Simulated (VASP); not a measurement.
# Au (Cmcm) in VASP: a series of runs

Runs on Au. Level: PBE. Tasks: relaxation of shape and atoms at fixed volume.

All numbers are computed with VASP 6.6.1; they aren't measurements. Logs are shortened: lines on timing, memory, paths and dates and some standing lists are left out, and cuts for length are marked.

## Step 1: The cell of the first run

It takes space group Cmcm (No. 63, orthorhombic). The conventional cell has a = 2.813 Å, b = 5.032 Å, c = 4.785 Å, α = 90.00°, β = 90.00°, γ = 90.00°. Within 3.7 Å of Au (site symmetry m2m) lie 12 Au at 2.81 to 2.91 Å.

## Step 2: Relaxation of shape and atoms at fixed volume, PBE (volume scaled by 0.94)

INCAR

```
SYSTEM = Au
  PREC = Accurate
  ENCUT = 600
  EDIFF = 1E-7
  ISMEAR = 0
  SIGMA = 0.1
  LREAL = .FALSE.
  LASPH = .TRUE.
  NELM = 100
  ALGO = Fast
  ISIF = 4
  LWAVE = .FALSE.
  LCHARG = .FALSE.
  GGA = PE
  IBRION = 2
  NSW = 50
  EDIFFG = -0.01
```

KPOINTS

```
Automatic mesh
0
G
  16 16 10
  0 0 0
```

POSCAR

```
Au
1.0
    1.4066839097     -2.5162073378      0.0000000000
    1.4066839097      2.5162073378      0.0000000000
    0.0000000000      0.0000000000      4.7845286527
Au
2
Direct
    0.6633870831      0.3366129169      0.2500000000
    0.3366129169      0.6633870831      0.7500000000
```

Potentials or basis: VASP PAW PBE potentials, release 64 (Au).

Run with:

```sh
cat potpaw_PBE.64/Au/POTCAR > POTCAR
mpirun -np 1 vasp_std > vasp.out
```

OUTCAR:

```text
SYSTEM = Au
   PREC = Accurate
   ENCUT = 600
   EDIFF = 1E-7
   ISMEAR = 0
   LREAL = .FALSE.
   LASPH = .TRUE.
   NELM = 100
   ISIF = 4
   GGA = PE
   IBRION = 2
   NSW = 50
   EDIFFG = -0.01

 ion  position               nearest neighbor table
   1  0.663  0.337  0.250-   2 2.90   2 2.90   2 2.91   2 2.91   2 2.91   2 2.91
   2  0.337  0.663  0.750-   1 2.90   1 2.90   1 2.91   1 2.91   1 2.91   1 2.91

  LATTYP: Found a base centered orthorhombic cell.
 ALAT       =     2.8133678194
 B/A-ratio  =     1.7887510623
 C/A-ratio  =     1.7006409968

  Lattice vectors:

 A1 = (   1.4066839097,  -2.5162073378,   0.0000000000)
 A2 = (   1.4066839097,   2.5162073378,   0.0000000000)
 A3 = (   0.0000000000,   0.0000000000,   4.7845286527)

Analysis of symmetry for initial positions (statically):
=====================================================================
 Subroutine PRICEL returns:
 Original cell was already a primitive cell.

 Routine SETGRP: Setting up the symmetry group for a
 base centered orthorhombic supercell.

 Subroutine GETGRP returns: Found  8 space group operations
 (whereof  4 operations were pure point group operations)
 out of a pool of  8 trial point group operations.

The static configuration has the point symmetry C_2h.
 The point group associated with its full space group is D_2h.

Analysis of symmetry for dynamics (positions and initial velocities):
=====================================================================
 Subroutine PRICEL returns:
 Original cell was already a primitive cell.

 Routine SETGRP: Setting up the symmetry group for a
 base centered orthorhombic supercell.

 Subroutine GETGRP returns: Found  8 space group operations
 (whereof  4 operations were pure point group operations)
 out of a pool of  8 trial point group operations.

The dynamic configuration has the point symmetry C_2h.
 The point group associated with its full space group is D_2h.

 Subroutine INISYM returns: Found  8 space group operations
 (whereof  4 operations are pure point group operations),
 and found     1 'primitive' translations

----------------------------------------------------------------------------------------

                                     Primitive cell

  volume of cell :      33.8698

  direct lattice vectors                    reciprocal lattice vectors
     1.406683910 -2.516207338  0.000000000     0.355445880 -0.198711765  0.000000000
     1.406683910  2.516207338  0.000000000     0.355445880  0.198711765  0.000000000
     0.000000000  0.000000000  4.784528653     0.000000000  0.000000000  0.209007004

  length of vectors
[... 108 lines left out ...]
   LHFCALC =     F    Hartree Fock is set to
   AEXX    =    0.0000 exact exchange contribution
   IVDW    =     0    specifies the selected vdW correction
   LEPSILON=     F    determine dielectric tensor
   LRPA    =     F    only Hartree local field effects (RPA)
 conjugate gradient relaxation of ions
 non-spin polarized calculation
 RMM-DIIS sequential band-by-band and
 Gauss-broadening in eV      SIGMA  =   0.10
  energy-cutoff  :      600.00
  volume of cell :       33.87
 maximum number of plane-waves:      1152
   NGX = 11   NGY = 11   NGZ = 19

--------------------------------------- Ionic step        1  -------------------------------------------

 number of electron      22.0000002 magnetization

 Free energy of the ion-electron system (eV)
  ---------------------------------------------------
  ext. energy  EPLUGINS =         0.00000000
  ---------------------------------------------------
  free energy    TOTEN  =        -6.36451115 eV

  energy without entropy =       -6.36162135  energy(sigma->0) =       -6.36306625

------------------------ aborting loop because EDIFF is reached ----------------------------------------

  FORCE on cell =-STRESS in cart. coord.  units (eV):
  Direction    XX          YY          ZZ          XY          YZ          ZX
  --------------------------------------------------------------------------------------
  -------------------------------------------------------------------------------------
  Total        2.1523880      2.0731882      2.0661717      0.0000000      0.0000000      0.0000000
  in kB      101.8167082     98.0702358     97.7383263      0.0000000      0.0000000      0.0000000
  external PRESSURE =      99.2084234 kB  Pullay stress =       0.0000000 kB
[... 59 lines left out ...]
--------------------------------------- Ionic step        3  -------------------------------------------

 number of electron      22.0000002 magnetization

 Free energy of the ion-electron system (eV)
  ---------------------------------------------------
  ext. energy  EPLUGINS =         0.00000000
  ---------------------------------------------------
  free energy    TOTEN  =        -6.36459842 eV

  energy without entropy =       -6.36144205  energy(sigma->0) =       -6.36302024

 E-fermi :   9.5469     XC(G=0): -12.7542

 val. band max:        9.5374311324   @ k =   0.5000   0.4375   0.1000
 cond. band min:       9.5732062195   @ k =   0.5000   0.4375   0.0000
 fundamental gap:      0.0357750870
 Fermi energy:         9.5469448368

 k-point     1 :       0.0000    0.0000    0.0000
  band No.  band energies     occupation
      1      -0.3444      2.00000
      2       2.1319      2.00000
      3       4.6796      2.00000
      4       4.7471      2.00000
      5       5.1331      2.00000
      6       5.1615      2.00000
      7       5.4435      2.00000
      8       5.8559      2.00000
      9       6.0451      2.00000
     10       7.3422      2.00000
     11       7.3835      2.00000
     12       8.4337      2.00000
     13      12.3534      0.00000
     14      24.0607      0.00000
[... 401 lines left out ...]
      2       2.2294      2.00000
      3       4.5541      2.00000
      4       4.8471      2.00000
      5       5.1213      2.00000
      6       5.2391      2.00000
      7       5.5160      2.00000
      8       5.7723      2.00000
      9       5.9949      2.00000
     10       6.8435      2.00000
     11       7.3669      2.00000
     12       9.1160      2.00000
     13      12.3496      0.00000
     14      24.0178      0.00000
     15      25.5427      0.00000

 [... further k-points ...]

------------------------ aborting loop because EDIFF is reached ----------------------------------------

  FORCE on cell =-STRESS in cart. coord.  units (eV):
  Direction    XX          YY          ZZ          XY          YZ          ZX
  --------------------------------------------------------------------------------------
  -------------------------------------------------------------------------------------
  Total        2.0946717      2.0851090      2.1030160      0.0000000     -0.0000000      0.0000000
  in kB       99.0864916     98.6341349     99.4812110      0.0000000     -0.0000000      0.0000000
  external PRESSURE =      99.0672792 kB  Pullay stress =       0.0000000 kB
[... 17 lines left out ...]
  FREE ENERGIE OF THE ION-ELECTRON SYSTEM (eV)
  ---------------------------------------------------
  free  energy   TOTEN  =        -6.3645984217 eV

  energy  without entropy=       -6.3614420495  energy(sigma->0) =       -6.36302024

 reached required accuracy - stopping structural energy minimisation
```

OSZICAR:

```text
N       E                     dE             d eps       ncg     rms          rms(c)
DAV:   1     0.134309792588E+03    0.13431E+03   -0.13056E+04 13140   0.160E+03
DAV:   2    -0.513049243324E+01   -0.13944E+03   -0.13445E+03 14162   0.308E+02
DAV:   3    -0.689473602867E+01   -0.17642E+01   -0.17562E+01 16143   0.369E+01
DAV:   4    -0.690204313183E+01   -0.73071E-02   -0.73068E-02 15464   0.236E+00
[... 19 lines left out ...]
DAV:   1    -0.636472500921E+01   -0.13835E-03   -0.77222E-03 14911   0.717E-01    0.566E-02
RMM:   2    -0.636463374137E+01    0.91268E-04   -0.49325E-05 13140   0.581E-02    0.284E-02
RMM:   3    -0.636459807526E+01    0.35666E-04   -0.45847E-05 13140   0.533E-02    0.625E-03
RMM:   4    -0.636459837961E+01   -0.30435E-06   -0.24374E-06 13138   0.151E-02    0.310E-03
RMM:   5    -0.636459842168E+01   -0.42071E-07   -0.29712E-07  9108   0.454E-03
   3 F= -.63645984E+01 E0= -.63630202E+01  d E =-.872743E-04
```

CONTCAR:

```text
Au
   1.00000000000000
     1.4096699037449461   -2.5138806631727282    0.0000000000000000
     1.4096699037449461    2.5138806631727282    0.0000000000000000
     0.0000000000000000    0.0000000000000000    4.7788128079128693
  Au
     2
Direct
     0.6633265771465728    0.3366734228534272    0.2500000000000000
     0.3366734228534272    0.6633265771465728    0.7500000000000000

  0.00000000E+00  0.00000000E+00  0.00000000E+00
  0.00000000E+00  0.00000000E+00  0.00000000E+00
```

It took 7.3 min on 1 thread of Oxide Virtual Turin-like, shared host; peak memory 0.32 GiB.

Results:

| Quantity | Value |
| --- | --- |
| Free energy | -6.3646 eV |
| Energy gained by relaxing | 0.0 meV/atom |
| Ionic steps | 3 |
| Pressure after relaxing | 9.9 GPa |
| Band gap on the k mesh | zero (band 11 reaches 13.58 eV, above the bottom of band 12 at 6.95 eV) |

Final structure:
```
Au
1.0
     1.40967   -2.51388    0.00000
     1.40967    2.51388    0.00000
     0.00000    0.00000    4.77881
Au
2
Direct
  0.66333 0.33667 0.25000
  0.33667 0.66333 0.75000
```

Caveat: the cell differs from its parent crystal (volume scaled by 0.94); spin-orbit coupling is left out, which moves the levels of the heavy elements.

## Step 3: Relaxation of shape and atoms at fixed volume, PBE (volume scaled by 0.97)

INCAR

```
SYSTEM = Au
ALGO = Fast
EDIFF = 1E-6
EDIFFG = -0.01
ENCUT = 600
GGA = PE
IBRION = 2
ISIF = 4
ISMEAR = 0
LASPH = .True.
LCHARG = .False.
LREAL = .False.
LWAVE = .False.
NELM = 100
NSW = 50
PREC = Accurate
SIGMA = 0.1
```

KPOINTS

```
k-points
0
Gamma
  16 16 10
  0 0 0
```

POSCAR

```
Au
1.0
    1.4182378570     -2.5444158181      0.0000000000
    1.4182378570      2.5444158181      0.0000000000
    0.0000000000      0.0000000000      4.8427140310
Au
2
Direct
    0.6639514441      0.3360485559      0.2500000000
    0.3360485559      0.6639514441      0.7500000000
```

Potentials or basis: VASP PAW PBE potentials, release 64 (Au).

Run with:

```sh
cat potpaw_PBE.64/Au/POTCAR > POTCAR
mpirun -np 1 vasp_std > vasp.out
```

It took 7.2 min on 1 thread of Oxide Virtual Turin-like, shared host; peak memory 0.33 GiB.

Results (log left out):

| Quantity | Value |
| --- | --- |
| Free energy | -6.4122 eV |
| Energy gained by relaxing | 0.1 meV/atom |
| Ionic steps | 3 |
| Pressure after relaxing | 4.4 GPa |
| Band gap on the k mesh | zero (band 11 reaches 12.98 eV, above the bottom of band 12 at 6.49 eV) |

Forces in eV/Å, atoms in the order of the input:
```
Au   0.000  0.002  0.000
Au   0.000 -0.002  0.000
```

The path:
| step | energy change (eV) | largest force (eV/Å) | pressure (GPa) | volume (Å³) |
| --- | --- | --- | --- | --- |
| 1 | 0.0000 | 0.0063 | 4.41 | 34.95 |
| 2 | -0.0001 | 0.0035 | 4.37 | 34.95 |
| 3 | -0.0001 | 0.0023 | 4.36 | 34.95 |

Final structure:
```xyz
2
Lattice="1.4214 -2.5427 0.0000 1.4214 2.5427 0.0000 0.0000 0.0000 4.8350" Properties=species:S:1:pos:R:3 pbc="T T T"
Au    1.4214   -0.8333    1.2088
Au    1.4214    0.8333    3.6263
```

Levels at points of the mesh, in eV from the Fermi level:
```csv
k point,band 8,band 9,band 10,band 11,band 12,band 13,band 14,band 15
"(0.00, 0.00, 0.00)",-3.57,-3.40,-2.16,-2.15,-0.98,2.62,14.53,15.78
"(0.50, 0.00, 0.00)",-1.94,-1.85,-1.68,0.43,1.66,5.82,7.28,7.37
"(0.50, 0.50, 0.00)",-1.92,-1.89,-1.72,0.29,1.29,5.60,6.97,7.19
"(0.00, 0.00, 0.50)",-4.29,-2.66,-2.66,-2.54,-2.54,10.57,10.57,14.86
"(0.50, 0.00, 0.50)",-2.39,-1.74,-1.74,0.64,0.64,3.98,3.98,13.20
"(0.50, 0.50, 0.50)",-2.32,-1.80,-1.80,0.32,0.32,3.63,3.63,12.93
```

Caveat: the cell differs from its parent crystal (volume scaled by 0.97); spin-orbit coupling is left out, which moves the levels of the heavy elements.
